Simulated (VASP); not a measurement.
# Cd3S2 (Pm-3m) in VASP: notebook

Cd3S2 is run at these levels: PBE; tasks: single point.

Program: VASP 6.6.1. These are calculated values, not measurements. Logs are shortened: lines on timing, memory, paths and dates and some standing lists are left out, and cuts for length are marked.

## Step 1: The cell of the first run

The structure is cubic, space group Pm-3m (No. 221). The conventional cell has a = 5.143 Å, b = 5.143 Å, c = 5.143 Å, α = 90.00°, β = 90.00°, γ = 90.00°. Cd (site symmetry 4/mmm) has 2 S at 2.57 Å within 3.4 Å. S (site symmetry m-3m) has 12 Cd at 3.64 Å and 8 S at 4.45 Å within 4.8 Å. Within 3.4 Å of S (site symmetry m-3m) lie 6 Cd at 2.57 Å.

## Step 2: Single point, PBE

The input, INCAR:

```
PREC = Accurate
ENCUT = 520
EDIFF = 1E-6
ISMEAR = 0
SIGMA = 0.1
LREAL = False
LASPH = True
NELM = 60
ALGO = Normal
ISIF = 2
LWAVE = False
LCHARG = True
GGA = PE
LELF = True
LVHAR = True
NBANDS = 32
```

The input, KPOINTS:

```
Automatic mesh
0
Gamma
  4 4 4
```

The input, POSCAR:

```
Cd3S2
1.0
    5.1432053520      0.0000000000      0.0000000000
    0.0000000000      5.1432053520      0.0000000000
    0.0000000000      0.0000000000      5.1432053520
Cd S
3 2
Direct
    0.0000000000      0.5000000000      0.5000000000
    0.5000000000      0.0000000000      0.5000000000
    0.5000000000      0.5000000000      0.0000000000
    0.0000000000      0.0000000000      0.0000000000
    0.5000000000      0.5000000000      0.5000000000
```

Potentials or basis: VASP PAW PBE potentials, release 64 (Cd, S).

The run is started by

```bash
$ cat potpaw_PBE.64/Cd/POTCAR potpaw_PBE.64/S/POTCAR > POTCAR
$ mpirun -np 1 vasp_std > vasp.out
```

OUTCAR:

```text
PREC = Accurate
   ENCUT = 520
   EDIFF = 1E-6
   ISMEAR = 0
   LREAL = False
   LASPH = True
   NELM = 60
   ISIF = 2
   GGA = PE

 ion  position               nearest neighbor table
   1  0.000  0.500  0.500-   5 2.57   5 2.57   2 3.64   3 3.64   2 3.64   2 3.64   3 3.64   3 3.64
                             3 3.64   2 3.64
   2  0.500  0.000  0.500-   5 2.57   5 2.57   1 3.64   3 3.64   1 3.64   3 3.64   3 3.64   3 3.64
                             1 3.64   1 3.64
   3  0.500  0.500  0.000-   5 2.57   5 2.57   1 3.64   1 3.64   2 3.64   2 3.64   2 3.64   2 3.64
                             1 3.64   1 3.64
   4  0.000  0.000  0.000-
   5  0.500  0.500  0.500-   1 2.57   2 2.57   3 2.57   3 2.57   2 2.57   1 2.57

  LATTYP: Found a simple cubic cell.
 ALAT       =     5.1432053520

  Lattice vectors:

 A1 = (   5.1432053520,   0.0000000000,   0.0000000000)
 A2 = (   0.0000000000,   5.1432053520,   0.0000000000)
 A3 = (   0.0000000000,   0.0000000000,   5.1432053520)

Analysis of symmetry for initial positions (statically):
=====================================================================
 Subroutine PRICEL returns:
 Original cell was already a primitive cell.

 Routine SETGRP: Setting up the symmetry group for a
 simple cubic supercell.

 Subroutine GETGRP returns: Found 48 space group operations
 (whereof 48 operations were pure point group operations)
 out of a pool of 48 trial point group operations.

The static configuration has the point symmetry O_h .

Analysis of symmetry for dynamics (positions and initial velocities):
=====================================================================
 Subroutine PRICEL returns:
 Original cell was already a primitive cell.

 Routine SETGRP: Setting up the symmetry group for a
 simple cubic supercell.

 Subroutine GETGRP returns: Found 48 space group operations
 (whereof 48 operations were pure point group operations)
 out of a pool of 48 trial point group operations.

The dynamic configuration has the point symmetry O_h .

 Subroutine INISYM returns: Found 48 space group operations
 (whereof 48 operations are pure point group operations),
 and found     1 'primitive' translations

----------------------------------------------------------------------------------------

                                     Primitive cell

  volume of cell :     136.0510

  direct lattice vectors                    reciprocal lattice vectors
     5.143205352  0.000000000  0.000000000     0.194431280  0.000000000  0.000000000
     0.000000000  5.143205352  0.000000000     0.000000000  0.194431280  0.000000000
     0.000000000  0.000000000  5.143205352     0.000000000  0.000000000  0.194431280

  length of vectors
     5.143205352  5.143205352  5.143205352     0.194431280  0.194431280  0.194431280

  position of ions in fractional coordinates (direct lattice)
     0.000000000  0.500000000  0.500000000
     0.500000000  0.000000000  0.500000000
     0.500000000  0.500000000  0.000000000
     0.000000000  0.000000000  0.000000000
     0.500000000  0.500000000  0.500000000

  ion indices of the primitive-cell ions
   primitive index   ion index
                 1           1
                 2           2
                 3           3
                 4           4
                 5           5

----------------------------------------------------------------------------------------

 KPOINTS: Automatic mesh

Automatic generation of k-mesh.
 Grid dimensions read from file:
 generate k-points for:    4    4    4

 Generating k-lattice:

  Cartesian coordinates                     Fractional coordinates (reciprocal lattice)
     0.048607820  0.000000000  0.000000000     0.250000000  0.000000000  0.000000000
     0.000000000  0.048607820  0.000000000     0.000000000  0.250000000  0.000000000
     0.000000000  0.000000000  0.048607820     0.000000000  0.000000000  0.250000000

  Length of vectors
     0.048607820  0.048607820  0.048607820

  Shift w.r.t. Gamma in fractional coordinates (k-lattice)
     0.000000000  0.000000000  0.000000000

 Subroutine IBZKPT returns following result:
 ===========================================

 Found     10 irreducible k-points:

 Following reciprocal coordinates:
            Coordinates               Weight
  0.000000  0.000000  0.000000      1.000000
  0.250000  0.000000  0.000000      6.000000
  0.500000  0.000000  0.000000      3.000000
  0.250000  0.250000  0.000000     12.000000
  0.500000  0.250000  0.000000     12.000000
  0.500000  0.500000  0.000000      3.000000
  0.250000  0.250000  0.250000      8.000000
  0.500000  0.250000  0.250000     12.000000
  0.500000  0.500000  0.250000      6.000000
  0.500000  0.500000  0.500000      1.000000
   k-points           NKPTS =     10   k-points in BZ     NKDIM =     10   number of bands    NBANDS=     32
   number of dos      NEDOS =    301   number of ions     NIONS =      5
   total plane-waves  NPLWV =  64000
   dimension x,y,z NGX =    40 NGY =   40 NGZ =   40
   dimension x,y,z NGXF=    80 NGYF=   80 NGZF=   80
   ions per type =               3   2
   NGX,Y,Z   is equivalent  to a cutoff of  12.93, 12.93, 12.93 a.u.
   NGXF,Y,Z  is equivalent  to a cutoff of  25.86, 25.86, 25.86 a.u.
 SYSTEM =  unknown system
   PREC   = accura    normal or accurate (medium, high low for compatibility)
   ISTART =      0    job   : 0-new  1-cont  2-samecut
   ICHARG =      2    charge: 1-file 2-atom 10-const
   ISPIN  =      1    spin polarized calculation?
   LNONCOLLINEAR =      F non collinear calculations
   LSORBIT =      F    spin-orbit coupling
   LASPH  =      T    aspherical Exc in radial PAW
   ENCUT  =  520.0 eV  38.22 Ry    6.18 a.u.   9.56  9.56  9.56*2*pi/ulx,y,z
   NELM   =     60;   NELMIN=  2; NELMDL= -5     # of ELM steps
   EDIFF  = 0.1E-05   stopping-criterion for ELM
   LREAL  =      F    real-space projection
   EDIFFG = 0.1E-04   stopping-criterion for IOM
   NSW    =      0    number of steps for IOM
   IBRION =     -1    ionic relax: 0-MD 1-quasi-New 2-CG
   NFREE  =      0    steps in history (QN), initial steepest desc. (CG)
   ISIF   =      2    stress and relaxation
   ISYM   =      2    0-nonsym 1-usesym 2-fastsym
   POTIM  = 0.5000    time-step for ionic-motion
   TEBEG  =    0.0;   TEEND  =   0.0 temperature during run
   PSTRESS=    0.0 pullay stress
   NELECT =      48.0000    total number of electrons
   NUPDOWN=      -1.0000    fix difference up-down
   EMIN   =  10.00;   EMAX   =-10.00  energy-range for DOS
   EFERMI =   0.00;   METHOD = LEGACY
   ISMEAR =     0;   SIGMA  =   0.10  broadening in eV -4-tet -1-fermi 0-gaus
   EFERMI_NEDOS =   21; number of points for ismear=-14 and -15
   IALGO  =     38    algorithm
   IMIX   =      4    mixing-type and parameters
     AMIX     =   0.40;   BMIX     =  1.00
     AMIX_MAG =   1.60;   BMIX_MAG =  1.00
  volume/ion in A,a.u.               =      27.21       183.62
  Fermi-wavevector in a.u.,A,eV,Ry     =   1.156790  2.186017 18.206830  1.338164
  Thomas-Fermi vector in A             =   2.293408
   LORBIT       =      0    0 simple, 1 ext, 2 COOP (PROOUT), +10 PAW based schemes
   GGA     = PE    functional components
   LHFCALC =     F    Hartree Fock is set to
   AEXX    =    0.0000 exact exchange contribution
   IVDW    =     0    specifies the selected vdW correction
   LEPSILON=     F    determine dielectric tensor
   LRPA    =     F    only Hartree local field effects (RPA)
 non-spin polarized calculation
 Gauss-broadening in eV      SIGMA  =   0.10
  energy-cutoff  :      520.00
  volume of cell :      136.05
 maximum number of plane-waves:      3743
 NGX is ok and might be reduce to    40
   NGX = 19   NGY = 19   NGZ = 19

 number of electron      47.9999969 magnetization

 Free energy of the ion-electron system (eV)
  ---------------------------------------------------
  ext. energy  EPLUGINS =         0.00000000
  ---------------------------------------------------
  free energy    TOTEN  =        -9.17625801 eV

  energy without entropy =       -9.16281909  energy(sigma->0) =       -9.16953855

 E-fermi :   2.1201     XC(G=0):  -9.1623

 val. band max:        2.0292831340   @ k =   0.2500   0.2500   0.0000
 cond. band min:       2.2020816063   @ k =   0.5000   0.2500   0.2500
 fundamental gap:      0.1727984723
 Fermi energy:         2.1200841452

 k-point     1 :       0.0000    0.0000    0.0000
  band No.  band energies     occupation
      1     -13.0114      2.00000
      2      -9.3002      2.00000
      3      -7.1912      2.00000
      4      -7.1912      2.00000
      5      -7.1912      2.00000
      6      -6.9797      2.00000
[... 24 lines left out ...]
     31       7.2746      0.00000
     32       7.2746      0.00000

 k-point     2 :       0.2500    0.0000    0.0000
  band No.  band energies     occupation
      1     -12.9106      2.00000
      2      -9.2717      2.00000
      3      -7.2420      2.00000
      4      -7.1829      2.00000
      5      -7.1409      2.00000
      6      -7.1409      2.00000
[... 24 lines left out ...]
     31       6.4340      0.00000
     32       6.4340      0.00000

 k-point     3 :       0.5000    0.0000    0.0000
  band No.  band energies     occupation
      1     -12.8013      2.00000
      2      -9.2442      2.00000
      3      -7.5575      2.00000
      4      -7.1743      2.00000
      5      -7.0135      2.00000
      6      -7.0135      2.00000
[... 24 lines left out ...]
     31       5.9206      0.00000
     32       6.9759      0.00000

 k-point     4 :       0.2500    0.2500    0.0000
  band No.  band energies     occupation
      1     -12.8065      2.00000
      2      -9.2492      2.00000
      3      -7.3352      2.00000
      4      -7.2752      2.00000
      5      -7.1802      2.00000
      6      -7.0943      2.00000
[... 164 lines left out ...]
     31       7.3440      0.00000
     32       8.1303      0.00000

 k-point     9 :       0.5000    0.5000    0.2500
  band No.  band energies     occupation
      1     -12.4558      2.00000
      2      -9.2149      2.00000
      3      -7.7331      2.00000
      4      -7.7331      2.00000
      5      -7.4355      2.00000
      6      -6.9582      2.00000
[... 24 lines left out ...]
     31       7.2207      0.00000
     32       8.7791      0.00000

 k-point    10 :       0.5000    0.5000    0.5000
  band No.  band energies     occupation
      1     -12.3239      2.00000
      2      -9.2193      2.00000
      3      -7.7861      2.00000
      4      -7.7861      2.00000
      5      -7.7861      2.00000
      6      -6.9620      2.00000
[... 24 lines left out ...]
     31       7.2457      0.00000
     32       7.2457      0.00000

------------------------ aborting loop because EDIFF is reached ----------------------------------------

  FORCE on cell =-STRESS in cart. coord.  units (eV):
  Direction    XX          YY          ZZ          XY          YZ          ZX
  --------------------------------------------------------------------------------------
  -------------------------------------------------------------------------------------
  Total        0.0591368      0.0591368      0.0591368      0.0000000     -0.0000000     -0.0000000
  in kB        0.6964125      0.6964125      0.6964125      0.0000000     -0.0000000     -0.0000000
  external PRESSURE =       0.6964125 kB  Pullay stress =       0.0000000 kB

 VOLUME and BASIS-vectors are now :
 -----------------------------------------------------------------------------
  energy-cutoff  :      520.00
  volume of cell :      136.05
      direct lattice vectors                 reciprocal lattice vectors
     5.143205352  0.000000000  0.000000000     0.194431280  0.000000000  0.000000000
     0.000000000  5.143205352  0.000000000     0.000000000  0.194431280  0.000000000
     0.000000000  0.000000000  5.143205352     0.000000000  0.000000000  0.194431280

 POSITION                                       TOTAL-FORCE (eV/Angst)
 -----------------------------------------------------------------------------------
      0.00000      2.57160      2.57160         0.000000      0.000000      0.000000
      2.57160      0.00000      2.57160         0.000000      0.000000      0.000000
      2.57160      2.57160      0.00000         0.000000      0.000000      0.000000
      0.00000      0.00000      0.00000         0.000000      0.000000      0.000000
      2.57160      2.57160      2.57160         0.000000      0.000000      0.000000
 -----------------------------------------------------------------------------------
    total drift:                               -0.000000     -0.000000     -0.000000

  FREE ENERGIE OF THE ION-ELECTRON SYSTEM (eV)
  ---------------------------------------------------
  free  energy   TOTEN  =        -9.1762580141 eV

  energy  without entropy=       -9.1628190899  energy(sigma->0) =       -9.16953855
```

Wall time 44 s (1 thread of Intel Xeon 6975P-C (Granite Rapids), shared host); peak memory 0.23 GiB.

What came out:

```yaml
Free_energy: -9.1763 eV
Pressure: 0.1 GPa
Band_gap_on_the_k_mesh: zero (band 24 reaches 4.19 eV, above the bottom of band 25 at 1.02 eV)
```

Levels at points of the mesh, in eV from the Fermi level:
| k point | band 22 | band 23 | band 24 | band 25 | band 26 | band 27 |
| --- | --- | --- | --- | --- | --- | --- |
| (0.00, 0.00, 0.00) | -1.62 | -1.62 | -1.62 | -1.10 | -1.10 | 4.79 |
| (0.50, 0.00, 0.00) | -1.60 | -1.60 | -0.79 | 0.37 | 1.31 | 2.85 |
| (0.50, 0.50, 0.00) | -1.68 | -1.68 | -1.35 | 0.14 | 2.60 | 2.60 |
| (0.50, 0.50, 0.50) | -2.64 | -2.64 | 2.07 | 2.07 | 2.07 | 2.27 |

## Step 3: Single point, PBE

This run uses another cell than the first one, of 26.92 Å³/atom, 0.989 times its volume.

The input, INCAR:

```
PREC = Accurate ; ENCUT = 520
EDIFF = 1E-7 ; ISMEAR = 0
SIGMA = 0.1 ; LREAL = F
LASPH = T ; NELM = 100
ALGO = Normal ; ISIF = 2
LWAVE = F ; LCHARG = F
GGA = PE ; NBANDS = 32
```

The input, KPOINTS:

```
regular mesh
0
Gamma
  8 8 8
```

POSCAR, as its differences from that of step 2:

```diff
@@ -2,5 +2,5 @@
 1.0
-    5.1432053520      0.0000000000      0.0000000000
-    0.0000000000      5.1432053520      0.0000000000
-    0.0000000000      0.0000000000      5.1432053520
+    5.1245403908      0.0000000000      0.0000000000
+    0.0000000000      5.1245403908      0.0000000000
+    0.0000000000      0.0000000000      5.1245403908
 Cd S
```

Potentials or basis: VASP PAW PBE potentials, release 64 (Cd, S).

The run is started by

```bash
$ cat potpaw_PBE.64/Cd/POTCAR potpaw_PBE.64/S/POTCAR > POTCAR
$ mpirun -np 1 vasp_std > vasp.out
```

Run time: 2.1 min. Hardware: 1 thread of Intel Xeon 6975P-C (Granite Rapids), shared host; peak memory 0.28 GiB.

It converged, with:

| Item | Value |
| --- | --- |
| Free energy | -9.3098 eV |
| Pressure | 0.3 GPa |
| Band gap on the k mesh | zero (band 24 reaches 4.30 eV, above the bottom of band 25 at 1.12 eV) |

Levels at points of the mesh, in eV from the Fermi level:
```tsv
k point	band 22	band 23	band 24	band 25	band 26	band 27
(0.00, 0.00, 0.00)	-1.54	-1.54	-1.54	-0.96	-0.96	4.94
(0.50, 0.00, 0.00)	-1.52	-1.52	-0.64	0.50	1.44	2.97
(0.50, 0.50, 0.00)	-1.60	-1.57	-1.27	0.24	2.71	2.71
(0.50, 0.50, 0.50)	-2.57	-2.57	2.22	2.22	2.22	2.39
```
